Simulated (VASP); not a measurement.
# In2GeS2 (P-6m2) in VASP: a series of runs, part 2 of 3

VASP 6.6.1.

### Step 4. Single point, PBE

This run uses another cell than the first one, of 23.09 Å³/atom, 1.016 times its volume.

INCAR reads:

```
SYSTEM = In2GeS2
PREC = Accurate
ENCUT = 520
EDIFF = 1E-7
ISMEAR = 0
SIGMA = 0.1
LREAL = .False.
LASPH = .True.
NELM = 100
ALGO = Normal
ISIF = 2
LWAVE = .False.
LCHARG = .False.
GGA = PE
NBANDS = 34
```

KPOINTS reads:

```
regular mesh
0
Gamma
  6 6 4
  0 0 0
```

POSCAR reads:

```
In2GeS2
1.0
    4.4466933844      0.0000000000      0.0000000000
   -2.2233466922      3.8509494337      0.0000000000
    0.0000000000      0.0000000000      6.7418991649
In Ge S
2 1 2
Direct
    0.3333333333      0.6666666667      0.2643287418
    0.3333333333      0.6666666667      0.7356712582
    0.0000000000      0.0000000000      0.5000000000
    0.6666666667      0.3333333333      0.0000000000
    0.0000000000      0.0000000000      0.0000000000
```

Potentials or basis: VASP PAW PBE potentials, release 64 (In_d, Ge_d, S).

Run with:

```
cat potpaw_PBE.64/In_d/POTCAR potpaw_PBE.64/Ge_d/POTCAR potpaw_PBE.64/S/POTCAR > POTCAR
mpirun -np 1 vasp_std > vasp.out
```

OUTCAR:

```text
SYSTEM = In2GeS2
   PREC = Accurate
   ENCUT = 520
   EDIFF = 1E-7
   ISMEAR = 0
   LREAL = .False.
   LASPH = .True.
   NELM = 100
   ISIF = 2
   GGA = PE

 ion  position               nearest neighbor table
   1  0.333  0.667  0.264-   3 3.02   3 3.02   3 3.02   4 3.13   5 3.13   4 3.13   5 3.13   5 3.13
                             4 3.13   2 3.18   2 3.56
   2  0.333  0.667  0.736-   3 3.02   3 3.02   3 3.02   4 3.13   5 3.13   4 3.13   5 3.13   5 3.13
                             4 3.13   1 3.18   1 3.56
   3  0.000  0.000  0.500-   1 3.02   2 3.02   1 3.02   2 3.02   1 3.02   2 3.02
   4  0.667  0.333  0.000-   5 2.57   5 2.57   5 2.57   2 3.13   1 3.13   2 3.13   1 3.13   1 3.13
                             2 3.13
   5  0.000  0.000  0.000-   4 2.57   4 2.57   4 2.57   1 3.13   2 3.13   1 3.13   2 3.13   1 3.13
                             2 3.13

  LATTYP: Found a hexagonal cell.
 ALAT       =     4.4466933844
 C/A-ratio  =     1.5161601177

  Lattice vectors:

 A1 = (   4.4466933844,   0.0000000000,   0.0000000000)
 A2 = (  -2.2233466922,   3.8509494337,   0.0000000000)
 A3 = (   0.0000000000,   0.0000000000,   6.7418991649)

Analysis of symmetry for initial positions (statically):
[... 180 lines left out ...]
 fundamental gap:      0.0548554868
 Fermi energy:         5.9135401876

 k-point     1 :       0.0000    0.0000    0.0000
  band No.  band energies     occupation
      1     -18.6216      2.00000
      2     -18.6102      2.00000
      3     -18.6102      2.00000
      4     -18.5552      2.00000
      5     -18.5552      2.00000
      6      -9.0176      2.00000
[... 766 lines left out ...]
     33      10.9959      0.00000
     34      12.8848      0.00000

------------------------ aborting loop because EDIFF is reached ----------------------------------------

  FORCE on cell =-STRESS in cart. coord.  units (eV):
  Direction    XX          YY          ZZ          XY          YZ          ZX
  --------------------------------------------------------------------------------------
  -------------------------------------------------------------------------------------
  Total       -0.0425931     -0.0425931     -0.1039198      0.0000000      0.0000000      0.0000000
  in kB       -0.5911029     -0.5911029     -1.4421878      0.0000000      0.0000000      0.0000000
  external PRESSURE =      -0.8747978 kB  Pullay stress =       0.0000000 kB

 VOLUME and BASIS-vectors are now :
 -----------------------------------------------------------------------------
  energy-cutoff  :      520.00
  volume of cell :      115.45
      direct lattice vectors                 reciprocal lattice vectors
     4.446693384  0.000000000  0.000000000     0.224886205  0.129838111  0.000000000
    -2.223346692  3.850949434  0.000000000     0.000000000  0.259676222  0.000000000
     0.000000000  0.000000000  6.741899165     0.000000000  0.000000000  0.148326158

 POSITION                                       TOTAL-FORCE (eV/Angst)
 -----------------------------------------------------------------------------------
     -0.00000      2.56730      1.78208        -0.000000      0.000000     -0.004847
     -0.00000      2.56730      4.95982        -0.000000      0.000000      0.004847
      0.00000      0.00000      3.37095         0.000000     -0.000000      0.000000
      2.22335      1.28365      0.00000         0.000000     -0.000000      0.000000
      0.00000      0.00000      0.00000         0.000000      0.000000      0.000000
 -----------------------------------------------------------------------------------
    total drift:                                0.000000     -0.000000     -0.000000

  FREE ENERGIE OF THE ION-ELECTRON SYSTEM (eV)
  ---------------------------------------------------
  free  energy   TOTEN  =       -16.2987661236 eV

  energy  without entropy=      -16.2940116949  energy(sigma->0) =      -16.29638891
```

Wall time 56 s (1 thread of AMD EPYC 9R45 (Zen 5), shared host); peak memory 0.25 GiB.

What came out:

```
Free energy            : -16.2988 eV
Pressure               : -0.1 GPa
Largest force          : 0.005 eV/Å
Band gap on the k mesh : zero (band 26 reaches 6.21 eV, above the bottom of band 27 at 5.32 eV)
```

Forces in eV/Å, atoms in the order of the input:
```
In   0.000  0.000 -0.005
In   0.000  0.000  0.005
Ge   0.000  0.000  0.000
S    0.000  0.000  0.000
S    0.000  0.000  0.000
```

Levels at points of the mesh, in eV from the Fermi level:
```tsv
k point	band 22	band 23	band 24	band 25	band 26	band 27	band 28	band 29	band 30	band 31
(0.00, 0.00, 0.00)	-2.05	-1.59	-1.59	-0.85	-0.35	0.91	0.91	1.51	3.60	4.22
(0.50, 0.00, 0.00)	-3.80	-3.73	-0.83	-0.42	0.29	1.10	1.41	1.56	2.36	2.45
(0.00, 0.00, 0.50)	-4.08	-1.40	-1.40	-0.98	0.04	0.41	0.41	0.96	3.76	3.76
(0.50, 0.00, 0.50)	-3.16	-1.94	-1.33	-0.89	-0.26	0.46	0.85	1.56	3.38	3.70
```

Caveat: spin-orbit coupling is left out, which moves the levels of the heavy elements.

### Step 5. Relaxation of cell and atoms, PBE

This run uses another cell than the first one, of 24.41 Å³/atom, 1.075 times its volume.

INCAR reads:

```
SYSTEM = In2GeS2
PREC = Accurate
ENCUT = 600
EDIFF = 1E-6
ISMEAR = 0
SIGMA = 0.1
LREAL = .False.
LASPH = .True.
NELM = 100
ALGO = Normal
ISIF = 3
LWAVE = .False.
LCHARG = .False.
GGA = PE
IBRION = 2
NSW = 90
EDIFFG = -0.04
```

KPOINTS reads:

```
Automatic mesh
0
Gamma
  6 6 2
  0 0 0
```

POSCAR reads:

```
In2GeS2
1.0
    4.1142565900      0.0000000000      0.0000000000
   -2.0571283000      3.5630507300      0.0000000000
    0.0000000000      0.0000000000      8.3259356500
In Ge S
2 1 2
Direct
    0.3333333300      0.6666666700      0.2054603200
    0.3333333300      0.6666666700      0.7945396800
    0.0000000000      0.0000000000      0.5000000000
    0.6666666700      0.3333333300      0.0000000000
    0.0000000000      0.0000000000      0.0000000000
```

Potentials or basis: VASP PAW PBE potentials, release 64 (In_d, Ge_d, S).

Run with:

```
cat potpaw_PBE.64/In_d/POTCAR potpaw_PBE.64/Ge_d/POTCAR potpaw_PBE.64/S/POTCAR > POTCAR
mpirun -np 1 vasp_std > vasp.out
```

OUTCAR:

```text
SYSTEM = In2GeS2
   PREC = Accurate
   ENCUT = 600
   EDIFF = 1E-6
   ISMEAR = 0
   LREAL = .False.
   LASPH = .True.
   NELM = 100
   ISIF = 3
   GGA = PE
   IBRION = 2
   NSW = 90
   EDIFFG = -0.04

 ion  position               nearest neighbor table
   1  0.333  0.667  0.205-   4 2.93   5 2.93   4 2.93   5 2.93   5 2.93   4 2.93   3 3.41   3 3.41
                             3 3.41   2 3.42
   2  0.333  0.667  0.795-   4 2.93   5 2.93   4 2.93   5 2.93   5 2.93   4 2.93   3 3.41   3 3.41
                             3 3.41   1 3.42
   3  0.000  0.000  0.500-   1 3.41   2 3.41   1 3.41   2 3.41   1 3.41   2 3.41
   4  0.667  0.333  0.000-   5 2.38   5 2.38   5 2.38   2 2.93   1 2.93   2 2.93   1 2.93   1 2.93
                             2 2.93
   5  0.000  0.000  0.000-   4 2.38   4 2.38   4 2.38   1 2.93   2 2.93   1 2.93   2 2.93   1 2.93
                             2 2.93

  LATTYP: Found a hexagonal cell.
 ALAT       =     4.1142565900
 C/A-ratio  =     2.0236792402

  Lattice vectors:

 A1 = (   4.1142565900,   0.0000000000,   0.0000000000)
 A2 = (  -2.0571283000,   3.5630507300,   0.0000000000)
 A3 = (   0.0000000000,   0.0000000000,   8.3259356500)

Analysis of symmetry for initial positions (statically):
=====================================================================
 Subroutine PRICEL returns:
 Original cell was already a primitive cell.

 Routine SETGRP: Setting up the symmetry group for a
 hexagonal supercell.

 Subroutine GETGRP returns: Found 12 space group operations
 (whereof 12 operations were pure point group operations)
 out of a pool of 24 trial point group operations.

The static configuration has the point symmetry D_3h.

Analysis of symmetry for dynamics (positions and initial velocities):
=====================================================================
 Subroutine PRICEL returns:
 Original cell was already a primitive cell.

 Routine SETGRP: Setting up the symmetry group for a
 hexagonal supercell.
[... 112 lines left out ...]
   NUPDOWN=      -1.0000    fix difference up-down
   EMIN   =  10.00;   EMAX   =-10.00  energy-range for DOS
   EFERMI =   0.00;   METHOD = LEGACY
   ISMEAR =     0;   SIGMA  =   0.10  broadening in eV -4-tet -1-fermi 0-gaus
   EFERMI_NEDOS =   21; number of points for ismear=-14 and -15
   IALGO  =     38    algorithm
   IMIX   =      4    mixing-type and parameters
     AMIX     =   0.40;   BMIX     =  1.00
     AMIX_MAG =   1.60;   BMIX_MAG =  1.00
  volume/ion in A,a.u.               =      24.41       164.73
  Fermi-wavevector in a.u.,A,eV,Ry     =   1.231857  2.327873 20.646472  1.517473
  Thomas-Fermi vector in A             =   2.366651
   LORBIT       =      0    0 simple, 1 ext, 2 COOP (PROOUT), +10 PAW based schemes
   GGA     = PE    functional components
   LHFCALC =     F    Hartree Fock is set to
   AEXX    =    0.0000 exact exchange contribution
   IVDW    =     0    specifies the selected vdW correction
   LEPSILON=     F    determine dielectric tensor
   LRPA    =     F    only Hartree local field effects (RPA)
 conjugate gradient relaxation of ions
 non-spin polarized calculation
 Gauss-broadening in eV      SIGMA  =   0.10
  energy-cutoff  :      600.00
  volume of cell :      122.05
 maximum number of plane-waves:      4110
 NGX is ok and might be reduce to    36
   NGX = 17   NGY = 17   NGZ = 33

--------------------------------------- Ionic step        1  -------------------------------------------

 number of electron      51.9999991 magnetization

 Free energy of the ion-electron system (eV)
  ---------------------------------------------------
  ext. energy  EPLUGINS =         0.00000000
  ---------------------------------------------------
  free energy    TOTEN  =       -15.04466368 eV

  energy without entropy =      -15.02586224  energy(sigma->0) =      -15.03526296

------------------------ aborting loop because EDIFF is reached ----------------------------------------

  FORCE on cell =-STRESS in cart. coord.  units (eV):
  Direction    XX          YY          ZZ          XY          YZ          ZX
  --------------------------------------------------------------------------------------
  -------------------------------------------------------------------------------------
  Total        5.0094355      5.0094355      0.2475669     -0.0000000      0.0000000      0.0000000
  in kB       65.7586581     65.7586583      3.2498006     -0.0000001      0.0000000      0.0000000
  external PRESSURE =      44.9223724 kB  Pullay stress =       0.0000000 kB
[... 1067 lines left out ...]
     30       8.4358      0.00000
     31       8.5207      0.00000

[... ionic steps 4 to 16 ...]

--------------------------------------- Ionic step       17  -------------------------------------------

 number of electron      52.0000002 magnetization

------------------------ aborting loop because EDIFF is reached ----------------------------------------
[... 73 lines left out ...]
--------------------------------------- Ionic step       19  -------------------------------------------

 number of electron      51.9999998 magnetization

 Free energy of the ion-electron system (eV)
  ---------------------------------------------------
  ext. energy  EPLUGINS =         0.00000000
  ---------------------------------------------------
  free energy    TOTEN  =       -16.46186743 eV

  energy without entropy =      -16.45743795  energy(sigma->0) =      -16.45965269

 E-fermi :   6.0624     XC(G=0): -10.1172

 val. band max:        5.8673099392   @ k =   0.5000   0.0000   0.5000
 cond. band min:       6.0932474620   @ k =   0.1667   0.0000   0.5000
 fundamental gap:      0.2259375228
 Fermi energy:         6.0624431999
[... 506 lines left out ...]
  FREE ENERGIE OF THE ION-ELECTRON SYSTEM (eV)
  ---------------------------------------------------
  free  energy   TOTEN  =       -16.4618674275 eV

  energy  without entropy=      -16.4574379514  energy(sigma->0) =      -16.45965269

 reached required accuracy - stopping structural energy minimisation
```

Wall time 10 min (1 thread of AMD EPYC 9R45 (Zen 5), shared host); peak memory 0.31 GiB.

What came out:

| Quantity | Value |
| --- | --- |
| Free energy | -16.4619 eV |
| Relaxed volume | 22.66 Å³/atom |
| Relaxed cell | a = 4.414 Å, b = 4.414 Å, c = 6.716 Å, α = 90.00°, β = 90.00°, γ = 120.00° |
| Space group after relaxing (to 0.05 Å) | P-6m2 (No. 187) |
| Energy gained by relaxing | 283.4 meV/atom |
| Ionic steps | 19 |
| Pressure after relaxing | 0.1 GPa |
| Largest force after relaxing | 0.010 eV/Å |
| Band gap on the k mesh | zero (band 26 reaches 6.42 eV, above the bottom of band 27 at 5.53 eV) |

Forces on the atoms (eV/Å):
```
In   0.000  0.000  0.010
In   0.000  0.000 -0.010
Ge   0.000  0.000  0.000
S    0.000  0.000  0.000
S    0.000  0.000  0.000
```

Step by step:
| step | energy change (eV) | largest force (eV/Å) | pressure (GPa) | volume (Å³) |
| --- | --- | --- | --- | --- |
| 1 | 0.0000 | 1.5681 | 4.49 | 122.05 |
| 2 | -0.3890 | 0.7093 | -1.05 | 134.46 |
| 3 | -0.3993 | 0.5751 | -1.92 | 137.19 |
| 4 | -0.5444 | 0.6094 | -1.71 | 133.31 |
| 5 | -1.0658 | 0.7576 | -0.97 | 121.54 |
| 6 | -0.5243 | 1.7552 | 11.42 | 97.40 |
| 7 | -1.1645 | 1.0273 | 0.20 | 116.45 |
| 8 | -1.2680 | 0.6934 | 3.54 | 106.99 |
| 9 | -1.2924 | 0.8166 | 2.57 | 109.10 |
| 10 | -1.3541 | 0.2291 | 1.60 | 109.90 |
| 11 | -1.3545 | 0.1592 | 1.53 | 109.98 |
| 12 | -1.3883 | 0.1553 | 0.49 | 112.33 |
| 13 | -1.4029 | 0.1819 | -0.76 | 115.45 |
| 14 | -1.4032 | 0.1749 | -0.53 | 114.98 |
| 15 | -1.4123 | 0.1467 | -0.33 | 114.37 |
| 16 | -1.4153 | 0.1216 | -0.11 | 113.84 |
| 17 | -1.4153 | 0.1181 | -0.08 | 113.76 |
| 18 | -1.4168 | 0.0648 | 0.01 | 113.54 |
| 19 | -1.4172 | 0.0105 | 0.11 | 113.31 |

Final structure:
```
In Ge S
1.0
     4.41398    0.00000    0.00000
    -2.20699    3.82262    0.00000
     0.00000    0.00000    6.71552
In Ge S
2 1 2
Cartesian
  0.0000 2.5484 1.7843
  0.0000 2.5484 4.9312
  0.0000 0.0000 3.3578
  2.2070 1.2742 0.0000
  0.0000 0.0000 6.7155
```

Caveat: the k points lie up to 0.47 Å⁻¹ apart in the final cell; spin-orbit coupling is left out, which moves the levels of the heavy elements.

(Part 2 of 3 ends here.)
